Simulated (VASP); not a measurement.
# Si (Fd-3m) in VASP: single point with LDA

Aim: the single point of Si with LDA.

All numbers are computed with VASP 6.6.1; they aren't measurements. Logs are shortened: lines on timing, memory, paths and dates and some standing lists are left out, and cuts for length are marked.

**1. The cell of the first run**

The structure is cubic, space group Fd-3m (No. 227). Conventional cell: a = 5.402 Å, b = 5.402 Å, c = 5.402 Å, α = 90.00°, β = 90.00°, γ = 90.00°. Si (site symmetry -43m) has 4 Si at 2.34 Å within 3.1 Å.

**2. Single point, LDA**

INCAR reads:

```
ALGO = Normal
EDIFF = 1E-6
ENCUT = 520
ISIF = 2
ISMEAR = 0
LASPH = T
LCHARG = F
LREAL = F
LWAVE = F
NBANDS = 11
NELM = 80
PREC = Accurate
SIGMA = 0.02
```

KPOINTS reads:

```
k-points
0
Gamma
  8 8 8
```

POSCAR reads:

```
Si
1.0
    0.0000000000      2.7009711426      2.7009711426
    2.7009711426      0.0000000000      2.7009711426
    2.7009711426      2.7009711426      0.0000000000
Si
2
Direct
    0.7500000000      0.7500000000      0.7500000000
    0.5000000000      0.5000000000      0.5000000000
```

Potentials or basis: VASP PAW LDA potentials, release 64 (Si).

On the command line:

```
$ cat potpaw_LDA.64/Si/POTCAR > POTCAR
$ mpirun -np 1 vasp_std > vasp.out
```

OUTCAR:

```text
EDIFF = 1E-6
   ENCUT = 520
   ISIF = 2
   ISMEAR = 0
   LASPH = T
   LREAL = F
   NELM = 80
   PREC = Accurate

 ion  position               nearest neighbor table
   1  0.750  0.750  0.750-   2 2.34   2 2.34   2 2.34   2 2.34
   2  0.500  0.500  0.500-   1 2.34   1 2.34   1 2.34   1 2.34

  LATTYP: Found a face centered cubic cell.
 ALAT       =     5.4019422852

  Lattice vectors:

 A1 = (   0.0000000000,   2.7009711426,   2.7009711426)
 A2 = (   2.7009711426,   0.0000000000,   2.7009711426)
 A3 = (   2.7009711426,   2.7009711426,   0.0000000000)

Analysis of symmetry for initial positions (statically):
=====================================================================
 Subroutine PRICEL returns:
 Original cell was already a primitive cell.

 Routine SETGRP: Setting up the symmetry group for a
 face centered cubic supercell.

 Subroutine GETGRP returns: Found 48 space group operations
 (whereof 24 operations were pure point group operations)
 out of a pool of 48 trial point group operations.

The static configuration has the point symmetry T_d .
 The point group associated with its full space group is O_h .

Analysis of symmetry for dynamics (positions and initial velocities):
=====================================================================
 Subroutine PRICEL returns:
 Original cell was already a primitive cell.

 Routine SETGRP: Setting up the symmetry group for a
 face centered cubic supercell.

 Subroutine GETGRP returns: Found 48 space group operations
 (whereof 24 operations were pure point group operations)
 out of a pool of 48 trial point group operations.

The dynamic configuration has the point symmetry T_d .
 The point group associated with its full space group is O_h .

 Subroutine INISYM returns: Found 48 space group operations
 (whereof 24 operations are pure point group operations),
 and found     1 'primitive' translations

----------------------------------------------------------------------------------------

                                     Primitive cell

  volume of cell :      39.4085

  direct lattice vectors                    reciprocal lattice vectors
     0.000000000  2.700971143  2.700971143    -0.185118601  0.185118601  0.185118601
     2.700971143  0.000000000  2.700971143     0.185118601 -0.185118601  0.185118601
     2.700971143  2.700971143  0.000000000     0.185118601  0.185118601 -0.185118601

  length of vectors
     3.819750021  3.819750021  3.819750021     0.320634823  0.320634823  0.320634823

  position of ions in fractional coordinates (direct lattice)
     0.750000000  0.750000000  0.750000000
     0.500000000  0.500000000  0.500000000

  ion indices of the primitive-cell ions
   primitive index   ion index
                 1           1
                 2           2

----------------------------------------------------------------------------------------

 KPOINTS: k-points

Automatic generation of k-mesh.
 Grid dimensions read from file:
 generate k-points for:    8    8    8

 Generating k-lattice:

  Cartesian coordinates                     Fractional coordinates (reciprocal lattice)
    -0.023139825  0.023139825  0.023139825     0.125000000  0.000000000  0.000000000
     0.023139825 -0.023139825  0.023139825     0.000000000  0.125000000  0.000000000
     0.023139825  0.023139825 -0.023139825     0.000000000  0.000000000  0.125000000

  Length of vectors
     0.040079353  0.040079353  0.040079353

  Shift w.r.t. Gamma in fractional coordinates (k-lattice)
     0.000000000  0.000000000  0.000000000

 Subroutine IBZKPT returns following result:
 ===========================================

 Found     29 irreducible k-points:

 Following reciprocal coordinates:
            Coordinates               Weight
  0.000000  0.000000  0.000000      1.000000
  0.125000  0.000000  0.000000      8.000000
  0.250000  0.000000  0.000000      8.000000
  0.375000  0.000000  0.000000      8.000000
  0.500000  0.000000  0.000000      4.000000
  0.125000  0.125000  0.000000      6.000000
[... 16 lines left out ...]
  0.500000  0.250000  0.125000     48.000000
 -0.375000  0.250000  0.125000     24.000000
 [... further k-points ...]
   k-points           NKPTS =     29   k-points in BZ     NKDIM =     29   number of bands    NBANDS=     11
   number of dos      NEDOS =    301   number of ions     NIONS =      2
   total plane-waves  NPLWV =  21952
   dimension x,y,z NGX =    28 NGY =   28 NGZ =   28
   dimension x,y,z NGXF=    56 NGYF=   56 NGZF=   56
   ions per type =               2
   NGX,Y,Z   is equivalent  to a cutoff of  12.19, 12.19, 12.19 a.u.
   NGXF,Y,Z  is equivalent  to a cutoff of  24.37, 24.37, 24.37 a.u.
 SYSTEM =  unknown system
   PREC   = accura    normal or accurate (medium, high low for compatibility)
   ISTART =      0    job   : 0-new  1-cont  2-samecut
   ICHARG =      2    charge: 1-file 2-atom 10-const
   ISPIN  =      1    spin polarized calculation?
   LNONCOLLINEAR =      F non collinear calculations
   LSORBIT =      F    spin-orbit coupling
   LASPH  =      T    aspherical Exc in radial PAW
   ENCUT  =  520.0 eV  38.22 Ry    6.18 a.u.   7.10  7.10  7.10*2*pi/ulx,y,z
   NELM   =     80;   NELMIN=  2; NELMDL= -5     # of ELM steps
   EDIFF  = 0.1E-05   stopping-criterion for ELM
   LREAL  =      F    real-space projection
   EDIFFG = 0.1E-04   stopping-criterion for IOM
   NSW    =      0    number of steps for IOM
   IBRION =     -1    ionic relax: 0-MD 1-quasi-New 2-CG
   NFREE  =      0    steps in history (QN), initial steepest desc. (CG)
   ISIF   =      2    stress and relaxation
   ISYM   =      2    0-nonsym 1-usesym 2-fastsym
   POTIM  = 0.5000    time-step for ionic-motion
   TEBEG  =    0.0;   TEEND  =   0.0 temperature during run
   PSTRESS=    0.0 pullay stress
   NELECT =       8.0000    total number of electrons
   NUPDOWN=      -1.0000    fix difference up-down
   EMIN   =  10.00;   EMAX   =-10.00  energy-range for DOS
   EFERMI =   0.00;   METHOD = LEGACY
   ISMEAR =     0;   SIGMA  =   0.02  broadening in eV -4-tet -1-fermi 0-gaus
   EFERMI_NEDOS =   21; number of points for ismear=-14 and -15
   IALGO  =     38    algorithm
   IMIX   =      4    mixing-type and parameters
     AMIX     =   0.40;   BMIX     =  1.00
     AMIX_MAG =   1.60;   BMIX_MAG =  1.00
  volume/ion in A,a.u.               =      19.70       132.97
  Fermi-wavevector in a.u.,A,eV,Ry     =   0.962147  1.818195 12.595285  0.925727
  Thomas-Fermi vector in A             =   2.091581
   LORBIT       =      0    0 simple, 1 ext, 2 COOP (PROOUT), +10 PAW based schemes
   GGA     = CA    functional components
   LHFCALC =     F    Hartree Fock is set to
   AEXX    =    0.0000 exact exchange contribution
   IVDW    =     0    specifies the selected vdW correction
   LEPSILON=     F    determine dielectric tensor
   LRPA    =     F    only Hartree local field effects (RPA)
 non-spin polarized calculation
 Gauss-broadening in eV      SIGMA  =   0.02
  energy-cutoff  :      520.00
  volume of cell :       39.41
 maximum number of plane-waves:      1072
   NGX = 15   NGY = 15   NGZ = 15

 number of electron       8.0000001 magnetization

 Free energy of the ion-electron system (eV)
  ---------------------------------------------------
  ext. energy  EPLUGINS =         0.00000000
  ---------------------------------------------------
  free energy    TOTEN  =       -11.91556938 eV

  energy without entropy =      -11.91556938  energy(sigma->0) =      -11.91556938

 E-fermi :   6.0811     XC(G=0):  -9.6651

 val. band max:        5.9350070200   @ k =   0.0000   0.0000   0.0000
 cond. band min:       6.4244030899   @ k =   0.3750   0.3750   0.0000
 fundamental gap:      0.4893960700
 Fermi energy:         6.0811446558

 k-point     1 :       0.0000    0.0000    0.0000
  band No.  band energies     occupation
      1      -6.1320      2.00000
      2       5.9350      2.00000
      3       5.9350      2.00000
      4       5.9350      2.00000
      5       8.4651      0.00000
      6       8.4651      0.00000
      7       8.4651      0.00000
      8       9.3272      0.00000
      9      13.6702      0.00000
     10      13.6702      0.00000
     11      13.6792      0.00000

 k-point     2 :       0.1250    0.0000    0.0000
  band No.  band energies     occupation
      1      -5.9250      2.00000
      2       4.3178      2.00000
      3       5.6408      2.00000
      4       5.6408      2.00000
      5       8.4029      0.00000
      6       8.8958      0.00000
      7       8.8958      0.00000
      8      10.6585      0.00000
      9      13.1591      0.00000
     10      13.1591      0.00000
     11      14.4933      0.00000

 k-point     3 :       0.2500    0.0000    0.0000
  band No.  band energies     occupation
      1      -5.3205      2.00000
      2       1.9628      2.00000
      3       5.1657      2.00000
      4       5.1657      2.00000
      5       7.9184      0.00000
      6       9.4101      0.00000
      7       9.4101      0.00000
      8      12.8299      0.00000
      9      13.1037      0.00000
     10      13.1037      0.00000
     11      14.7638      0.00000

 k-point     4 :       0.3750    0.0000    0.0000
  band No.  band energies     occupation
      1      -4.4099      2.00000
      2      -0.0854      2.00000
      3       4.8377      2.00000
      4       4.8377      2.00000
      5       7.5500      0.00000
      6       9.3376      0.00000
      7       9.3376      0.00000
      8      13.6475      0.00000
      9      14.5068      0.00000
     10      14.5068      0.00000
     11      15.5646      0.00000

 k-point     5 :       0.5000    0.0000    0.0000
  band No.  band energies     occupation
      1      -3.7530      2.00000
      2      -1.1307      2.00000
      3       4.7259      2.00000
      4       4.7259      2.00000
      5       7.4211      0.00000
      6       9.2194      0.00000
      7       9.2194      0.00000
      8      13.4718      0.00000
      9      16.4931      0.00000
     10      16.4931      0.00000
     11      17.2143      0.00000
[... 211 lines left out ...]
 k-point    21 :       0.5000    0.5000    0.0000
  band No.  band energies     occupation
      1      -1.9304      2.00000
      2      -1.9304      2.00000
      3       3.0401      2.00000
      4       3.0401      2.00000
      5       6.5079      0.00000
      6       6.5079      0.00000
      7      16.0491      0.00000
      8      16.0491      0.00000
      9      16.9072      0.00000
     10      16.9072      0.00000
     11      18.5136      0.00000

 k-point    22 :       0.3750    0.2500    0.1250
  band No.  band energies     occupation
      1      -4.7832      2.00000
      2       1.6241      2.00000
      3       3.1590      2.00000
      4       4.4842      2.00000
      5       8.3145      0.00000
      6       9.8058      0.00000
      7      10.0501      0.00000
      8      11.4201      0.00000
      9      13.7147      0.00000
     10      16.2147      0.00000
     11      16.9147      0.00000

 k-point    23 :       0.5000    0.2500    0.1250
  band No.  band energies     occupation
      1      -3.8788      2.00000
      2       0.0469      2.00000
      3       2.5459      2.00000
      4       3.9689      2.00000
      5       8.7416      0.00000
      6       9.4311      0.00000
      7      10.8999      0.00000
      8      11.8495      0.00000
      9      14.9446      0.00000
     10      15.6229      0.00000
     11      17.8700      0.00000

 k-point    24 :      -0.3750    0.2500    0.1250
  band No.  band energies     occupation
      1      -3.2085      2.00000
      2      -0.9220      2.00000
      3       2.4194      2.00000
      4       3.7332      2.00000
      5       8.9552      0.00000
      6       8.9746      0.00000
      7      11.8274      0.00000
      8      13.0035      0.00000
      9      13.3029      0.00000
     10      16.4683      0.00000
     11      17.6291      0.00000

 [... further k-points ...]

------------------------ aborting loop because EDIFF is reached ----------------------------------------

  FORCE on cell =-STRESS in cart. coord.  units (eV):
  Direction    XX          YY          ZZ          XY          YZ          ZX
  --------------------------------------------------------------------------------------
  -------------------------------------------------------------------------------------
  Total        0.0137679      0.0137679      0.0137679      0.0000000     -0.0000000      0.0000000
  in kB        0.5597419      0.5597419      0.5597419      0.0000000     -0.0000000      0.0000000
  external PRESSURE =       0.5597419 kB  Pullay stress =       0.0000000 kB

 VOLUME and BASIS-vectors are now :
 -----------------------------------------------------------------------------
  energy-cutoff  :      520.00
  volume of cell :       39.41
      direct lattice vectors                 reciprocal lattice vectors
     0.000000000  2.700971143  2.700971143    -0.185118601  0.185118601  0.185118601
     2.700971143  0.000000000  2.700971143     0.185118601 -0.185118601  0.185118601
     2.700971143  2.700971143  0.000000000     0.185118601  0.185118601 -0.185118601

 POSITION                                       TOTAL-FORCE (eV/Angst)
 -----------------------------------------------------------------------------------
      4.05146      4.05146      4.05146        -0.000000     -0.000000     -0.000000
      2.70097      2.70097      2.70097         0.000000      0.000000      0.000000
 -----------------------------------------------------------------------------------
    total drift:                                0.000000      0.000000     -0.000000

  FREE ENERGIE OF THE ION-ELECTRON SYSTEM (eV)
  ---------------------------------------------------
  free  energy   TOTEN  =       -11.9155693787 eV

  energy  without entropy=      -11.9155693787  energy(sigma->0) =      -11.91556938
```

It took 3.8 s on 1 thread of Intel Xeon 6975P-C (Granite Rapids), shared host; peak memory 0.13 GiB.

Results:

```yaml
Free_energy: -11.9156 eV
Pressure: 0.1 GPa
Band_gap_on_the_k_mesh: 0.49 eV (least direct gap 2.53 eV)
```

Levels at points of the mesh, in eV from the valence-band top:
```csv
k point,band 2,band 3,band 4,band 5,band 6,band 7
"(0.00, 0.00, 0.00)",0.00,0.00,0.00,2.53,2.53,2.53
"(0.50, 0.00, 0.00)",-7.07,-1.21,-1.21,1.49,3.28,3.28
"(0.50, 0.50, 0.00)",-7.87,-2.89,-2.89,0.57,0.57,10.11
```
